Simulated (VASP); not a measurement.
# MgO in VASP: further runs

Aim: see how the results for MgO move with the level of theory and the settings. Levels: HSE06, r2SCAN. Tasks: single point.

All numbers are computed with VASP 6.6.1; they aren't measurements. Logs are shortened: lines on timing, memory, paths and dates and some standing lists are left out, and cuts for length are marked.

## Step 1: The cell of the first run

Symmetry: Pm-3m, No. 221, cubic system. Conventional cell: a = 2.781 Å, b = 2.781 Å, c = 2.781 Å, α = 90.00°, β = 90.00°, γ = 90.00°. Within 3.2 Å of Mg (site symmetry m-3m) lie 8 O at 2.41 Å and 6 Mg at 2.78 Å. Within 3.2 Å of O (site symmetry m-3m) lie 8 Mg at 2.41 Å and 6 O at 2.78 Å.

## Step 2: Single point, HSE06 (strain +6.0%)

Contents of POSCAR:

```
MgO
1.0
    2.7807500762      0.0000000000      0.0000000000
    0.0000000000      2.7807500762      0.0000000000
    0.0000000000      0.0000000000      2.7807500762
Mg O
1 1
Direct
    0.0000000000      0.0000000000      0.0000000000
    0.5000000000      0.5000000000      0.5000000000
```

Contents of INCAR.step1:

```
PREC = Accurate
ENCUT = 520
EDIFF = 1E-5
ISMEAR = 0
SIGMA = 0.01
LREAL = F
LASPH = T
NELM = 60
ALGO = Normal
ISIF = 2
LWAVE = T
NBANDS = 11
GGA = PE
```

Contents of INCAR.step2:

```
PREC = Accurate
ENCUT = 520
EDIFF = 1E-7
ISMEAR = 0
SIGMA = 0.01
LREAL = F
LASPH = T
NELM = 60
ALGO = Normal
ISIF = 2
LWAVE = F
LCHARG = T
GGA = PE
LHFCALC = T
HFSCREEN = 0.2079
PRECFOCK = Normal
LELF = T
LVHAR = T
NBANDS = 11
ISTART = 1
```

Contents of KPOINTS:

```
regular mesh
0
Gamma
  6 6 6
```

Potentials or basis: VASP PAW PBE potentials, release 64 (Mg, O).

Launch:

```console
cat potpaw_PBE.64/Mg/POTCAR potpaw_PBE.64/O/POTCAR > POTCAR
cp INCAR.step1 INCAR
mpirun -np 1 vasp_std > vasp.out
cp INCAR.step2 INCAR
mpirun -np 1 vasp_std > vasp.out
```

OUTCAR:

```text
PREC = Accurate
   ENCUT = 520
   EDIFF = 1E-7
   ISMEAR = 0
   LREAL = F
   LASPH = T
   NELM = 60
   ISIF = 2
   GGA = PE
   LHFCALC = T
   HFSCREEN = 0.2079
   PRECFOCK = Normal
   ISTART = 1

 ion  position               nearest neighbor table
   1  0.000  0.000  0.000-   2 2.41   2 2.41   2 2.41   2 2.41   2 2.41   2 2.41   2 2.41   2 2.41

   2  0.500  0.500  0.500-   1 2.41   1 2.41   1 2.41   1 2.41   1 2.41   1 2.41   1 2.41   1 2.41

  LATTYP: Found a simple cubic cell.
 ALAT       =     2.7807500762

  Lattice vectors:

 A1 = (   2.7807500762,   0.0000000000,   0.0000000000)
 A2 = (   0.0000000000,   2.7807500762,   0.0000000000)
 A3 = (   0.0000000000,   0.0000000000,   2.7807500762)

Analysis of symmetry for initial positions (statically):
=====================================================================
 Subroutine PRICEL returns:
 Original cell was already a primitive cell.

 Routine SETGRP: Setting up the symmetry group for a
 simple cubic supercell.

 Subroutine GETGRP returns: Found 48 space group operations
 (whereof 48 operations were pure point group operations)
 out of a pool of 48 trial point group operations.

The static configuration has the point symmetry O_h .

Analysis of symmetry for dynamics (positions and initial velocities):
=====================================================================
 Subroutine PRICEL returns:
 Original cell was already a primitive cell.

 Routine SETGRP: Setting up the symmetry group for a
 simple cubic supercell.

 Subroutine GETGRP returns: Found 48 space group operations
 (whereof 48 operations were pure point group operations)
 out of a pool of 48 trial point group operations.

The dynamic configuration has the point symmetry O_h .

 Subroutine INISYM returns: Found 48 space group operations
 (whereof 48 operations are pure point group operations),
 and found     1 'primitive' translations

----------------------------------------------------------------------------------------

                                     Primitive cell

  volume of cell :      21.5023

  direct lattice vectors                    reciprocal lattice vectors
     2.780750076  0.000000000  0.000000000     0.359615202  0.000000000  0.000000000
     0.000000000  2.780750076  0.000000000     0.000000000  0.359615202  0.000000000
     0.000000000  0.000000000  2.780750076     0.000000000  0.000000000  0.359615202

  length of vectors
     2.780750076  2.780750076  2.780750076     0.359615202  0.359615202  0.359615202

  position of ions in fractional coordinates (direct lattice)
     0.000000000  0.000000000  0.000000000
     0.500000000  0.500000000  0.500000000

  ion indices of the primitive-cell ions
   primitive index   ion index
                 1           1
                 2           2

----------------------------------------------------------------------------------------

 KPOINTS: regular mesh

Automatic generation of k-mesh.
 Grid dimensions read from file:
 generate k-points for:    6    6    6

 Generating k-lattice:

  Cartesian coordinates                     Fractional coordinates (reciprocal lattice)
     0.059935867  0.000000000  0.000000000     0.166666667  0.000000000  0.000000000
     0.000000000  0.059935867  0.000000000     0.000000000  0.166666667  0.000000000
     0.000000000  0.000000000  0.059935867     0.000000000  0.000000000  0.166666667

  Length of vectors
     0.059935867  0.059935867  0.059935867

  Shift w.r.t. Gamma in fractional coordinates (k-lattice)
     0.000000000  0.000000000  0.000000000

 Subroutine IBZKPT returns following result:
 ===========================================

 Found     20 irreducible k-points:

 Following reciprocal coordinates:
            Coordinates               Weight
  0.000000  0.000000  0.000000      1.000000
  0.166667  0.000000  0.000000      6.000000
  0.333333  0.000000  0.000000      6.000000
  0.500000  0.000000  0.000000      3.000000
  0.166667  0.166667  0.000000     12.000000
  0.333333  0.166667  0.000000     24.000000
[... 12 lines left out ...]
  0.500000  0.500000  0.333333      6.000000
  0.500000  0.500000  0.500000      1.000000
   k-points           NKPTS =     20   k-points in BZ     NKDIM =    216   number of bands    NBANDS=     11
   number of dos      NEDOS =    301   number of ions     NIONS =      2
   total plane-waves  NPLWV =  13824
   dimension x,y,z NGX =    24 NGY =   24 NGZ =   24
   dimension x,y,z NGXF=    48 NGYF=   48 NGZF=   48
   ions per type =               1   1
   NGX,Y,Z   is equivalent  to a cutoff of  14.35, 14.35, 14.35 a.u.
   NGXF,Y,Z  is equivalent  to a cutoff of  28.70, 28.70, 28.70 a.u.
 SYSTEM =  unknown system
   PREC   = accura    normal or accurate (medium, high low for compatibility)
   ISTART =      1    job   : 0-new  1-cont  2-samecut
   ICHARG =      0    charge: 1-file 2-atom 10-const
   ISPIN  =      1    spin polarized calculation?
   LNONCOLLINEAR =      F non collinear calculations
   LSORBIT =      F    spin-orbit coupling
   LASPH  =      T    aspherical Exc in radial PAW
   ENCUT  =  520.0 eV  38.22 Ry    6.18 a.u.   5.17  5.17  5.17*2*pi/ulx,y,z
   NELM   =     60;   NELMIN=  2; NELMDL=  0     # of ELM steps
   EDIFF  = 0.1E-06   stopping-criterion for ELM
   LREAL  =      F    real-space projection
   EDIFFG = 0.1E-05   stopping-criterion for IOM
   NSW    =      0    number of steps for IOM
   IBRION =     -1    ionic relax: 0-MD 1-quasi-New 2-CG
   NFREE  =      0    steps in history (QN), initial steepest desc. (CG)
   ISIF   =      2    stress and relaxation
   ISYM   =      3    0-nonsym 1-usesym 2-fastsym
   POTIM  = 0.5000    time-step for ionic-motion
   TEBEG  =    0.0;   TEEND  =   0.0 temperature during run
   PSTRESS=    0.0 pullay stress
   NELECT =       8.0000    total number of electrons
   NUPDOWN=      -1.0000    fix difference up-down
   EMIN   =  10.00;   EMAX   =-10.00  energy-range for DOS
   EFERMI =   0.00;   METHOD = LEGACY
   ISMEAR =     0;   SIGMA  =   0.01  broadening in eV -4-tet -1-fermi 0-gaus
   EFERMI_NEDOS =   21; number of points for ismear=-14 and -15
   IALGO  =     38    algorithm
   IMIX   =      1    mixing-type and parameters
     AMIX     =   0.40;   BMIX     =  1.00
     AMIX_MAG =   1.60;   BMIX_MAG =  1.00
  volume/ion in A,a.u.               =      10.75        72.55
  Fermi-wavevector in a.u.,A,eV,Ry     =   1.177451  2.225060 18.862995  1.386391
  Thomas-Fermi vector in A             =   2.313797
   LORBIT       =      0    0 simple, 1 ext, 2 COOP (PROOUT), +10 PAW based schemes
   GGA     = PE    functional components
   LHFCALC =     T    Hartree Fock is set to
   PRECFOCK=normal    Normal, Fast or Accurate (Low or Medium for compatibility)
   ENCUT4O =  -1.0   cutoff for four orbital integrals eV
   NKREDX  =     1    reduce k-point grid by
   NKREDY  =     1    reduce k-point grid by
   NKREDZ  =     1    reduce k-point grid by
   AEXX    =    0.2500 exact exchange contribution
   HFSCREEN=    0.2079 screening length (either q_TF or 0.3 A-1)
   HFSCREENC=   0.2079 screening length for correlation (either q_TF or 0.3 A-1)
   ENCUTFOCK=  -1.0 apply spherical cutoff to Coloumb kernel
   IVDW    =     0    specifies the selected vdW correction
   LEPSILON=     F    determine dielectric tensor
   LRPA    =     F    only Hartree local field effects (RPA)
 non-spin polarized calculation
 Gauss-broadening in eV      SIGMA  =   0.01
  energy-cutoff  :      520.00
  volume of cell :       21.50
 maximum number of plane-waves:       588
 NGX is ok and might be reduce to    24
  NGX = 16; NGY = 16; NGZ = 16

 number of electron       8.0000000 magnetization

 Free energy of the ion-electron system (eV)
  ---------------------------------------------------
  ext. energy  EPLUGINS =         0.00000000
  ---------------------------------------------------
  free energy    TOTEN  =       -12.34252333 eV

  energy without entropy =      -12.34252333  energy(sigma->0) =      -12.34252333

 E-fermi :   2.6833     XC(G=0):  -8.6961

 val. band max:        2.5975259504   @ k =   0.5000   0.5000   0.0000
 cond. band min:       5.1345690136   @ k =   0.0000   0.0000   0.0000
 fundamental gap:      2.5370430632
 Fermi energy:         2.6832770894

 k-point     1 :       0.0000    0.0000    0.0000
  band No.  band energies     occupation
      1     -16.5651      2.00000
      2       1.6965      2.00000
      3       1.6965      2.00000
      4       1.6965      2.00000
      5       5.1346      0.00000
      6      14.2898      0.00000
      7      14.2898      0.00000
      8      22.4987      0.00000
      9      22.4987      0.00000
     10      22.4987      0.00000
     11      29.9473      0.00000

 k-point     2 :       0.1667    0.0000    0.0000
  band No.  band energies     occupation
      1     -16.3573      2.00000
      2      -0.1051      2.00000
      3       1.7976      2.00000
      4       1.7976      2.00000
      5       6.5633      0.00000
      6      14.3786      0.00000
      7      14.8214      0.00000
      8      22.1228      0.00000
      9      22.1228      0.00000
     10      23.2177      0.00000
     11      28.1540      0.00000

 k-point     3 :       0.3333    0.0000    0.0000
  band No.  band energies     occupation
      1     -15.8976      2.00000
      2      -2.4121      2.00000
      3       2.0099      2.00000
      4       2.0099      2.00000
      5       8.5538      0.00000
      6      13.4663      0.00000
      7      16.3575      0.00000
      8      21.2069      0.00000
      9      21.2069      0.00000
     10      23.5881      0.00000
     11      26.3167      0.00000
[... 211 lines left out ...]
 k-point    19 :       0.5000    0.5000    0.3333
  band No.  band energies     occupation
      1     -14.5189      2.00000
      2      -0.8874      2.00000
      3      -0.8874      2.00000
      4       0.1159      2.00000
      5      10.0826      0.00000
      6      11.8812      0.00000
      7      11.8812      0.00000
      8      19.5892      0.00000
      9      20.3936      0.00000
     10      21.7648      0.00000
     11      21.7648      0.00000

 k-point    20 :       0.5000    0.5000    0.5000
  band No.  band energies     occupation
      1     -14.3527      2.00000
      2      -0.5786      2.00000
      3      -0.5786      2.00000
      4      -0.5786      2.00000
      5      10.9327      0.00000
      6      10.9327      0.00000
      7      10.9327      0.00000
      8      17.9732      0.00000
      9      21.6889      0.00000
     10      21.6889      0.00000
     11      21.6889      0.00000

------------------------ aborting loop because EDIFF is reached ----------------------------------------

  FORCE on cell =-STRESS in cart. coord.  units (eV):
  Direction    XX          YY          ZZ          XY          YZ          ZX
  --------------------------------------------------------------------------------------
  -------------------------------------------------------------------------------------
  Total       -2.7305062     -2.7305062     -2.7305062      0.0000000      0.0000000     -0.0000000
  in kB     -203.4547726   -203.4547726   -203.4547726      0.0000000      0.0000000     -0.0000000
  external PRESSURE =    -203.4547726 kB  Pullay stress =       0.0000000 kB

 VOLUME and BASIS-vectors are now :
 -----------------------------------------------------------------------------
  energy-cutoff  :      520.00
  volume of cell :       21.50
      direct lattice vectors                 reciprocal lattice vectors
     2.780750076  0.000000000  0.000000000     0.359615202  0.000000000  0.000000000
     0.000000000  2.780750076  0.000000000     0.000000000  0.359615202  0.000000000
     0.000000000  0.000000000  2.780750076     0.000000000  0.000000000  0.359615202

 POSITION                                       TOTAL-FORCE (eV/Angst)
 -----------------------------------------------------------------------------------
      0.00000      0.00000      0.00000         0.000000      0.000000      0.000000
      1.39038      1.39038      1.39038         0.000000      0.000000      0.000000
 -----------------------------------------------------------------------------------
    total drift:                               -0.000439     -0.000435     -0.000445

  FREE ENERGIE OF THE ION-ELECTRON SYSTEM (eV)
  ---------------------------------------------------
  free  energy   TOTEN  =       -12.3425233266 eV

  energy  without entropy=      -12.3425233266  energy(sigma->0) =      -12.34252333
```

It took 16 min on 1 thread of AMD EPYC 7R13, shared host; peak memory 0.22 GiB.

What came out:

| Quantity | Value |
| --- | --- |
| Free energy | -12.3425 eV |
| Pressure | -20.3 GPa |
| Band gap on the k mesh | 2.54 eV (least direct gap 3.44 eV) |

Caveat: the cell differs from its parent crystal (strain +6.0%); the cell stands under tension; the PAW data sets were made with another functional, which shifts forces and pressure a little.

## Step 3: Single point, HSE06 (strain along [111] +1.6%)

Contents of POSCAR:

```
MgO
1.0
    2.6376026588      0.0142535303      0.0142535303
    0.0142535303      2.6376026588      0.0142535303
    0.0142535303      0.0142535303      2.6376026588
Mg O
1 1
Direct
    0.0000000000      0.0000000000      0.0000000000
    0.5000000000      0.5000000000      0.5000000000
```

Contents of INCAR.step1:

```
  PREC = Accurate
  ENCUT = 520
  EDIFF = 1E-5
  ISMEAR = 0
  SIGMA = 0.01
  LREAL = F
  LASPH = T
  NELM = 60
  ALGO = Normal
  ISIF = 2
  LWAVE = T
  LCHARG = F
  GGA = PE
  NBANDS = 11
```

Contents of INCAR.step2:

```
  PREC = Accurate
  ENCUT = 520
  EDIFF = 1E-6
  ISMEAR = 0
  SIGMA = 0.01
  LREAL = F
  LASPH = T
  NELM = 60
  ALGO = Normal
  ISIF = 2
  LWAVE = F
  LCHARG = F
  GGA = PE
  LHFCALC = T
  HFSCREEN = 0.2079
  PRECFOCK = Normal
  ISTART = 1
  NBANDS = 11
```

KPOINTS is that of step 2.

Potentials or basis: VASP PAW PBE potentials, release 64 (Mg, O).

Launch:

```console
cat potpaw_PBE.64/Mg/POTCAR potpaw_PBE.64/O/POTCAR > POTCAR
cp INCAR.step1 INCAR
mpirun -np 1 vasp_std > vasp.out
cp INCAR.step2 INCAR
mpirun -np 1 vasp_std > vasp.out
```

It took 21 min on 1 thread of AMD EPYC 7R13, shared host; peak memory 0.21 GiB.

The run converged. Its results:

```
Free energy            : -12.6009 eV
Pressure               : -3.6 GPa
Band gap on the k mesh : 3.97 eV (least direct gap 4.99 eV)
```

Stress tensor (GPa, compression positive):
```
-3.62  0.71  0.71
 0.71 -3.62  0.71
 0.71  0.71 -3.62
```

Levels at points of the mesh, in eV from the valence-band top:
```tsv
k point	band 1	band 2	band 3	band 4	band 5	band 6	band 7	band 8	band 9
(0.00, 0.00, 0.00)	-20.15	-1.11	-1.11	-1.02	3.97	12.14	12.14	22.29	22.63
(0.50, 0.00, 0.00)	-18.89	-6.91	-0.64	-0.56	8.66	11.42	16.40	19.20	19.98
(0.50, 0.50, 0.00)	-17.98	-5.07	-5.00	0.00	6.50	14.14	14.34	15.18	21.17
(0.50, 0.50, 0.50)	-17.11	-3.92	-3.87	-3.87	8.89	9.22	9.22	18.24	20.91
```

Caveat: the cell differs from its parent crystal (strain along [111] +1.6%); the cell stands under tension; the PAW data sets were made with another functional, which shifts forces and pressure a little.

(Part 1 of 2 ends here.)
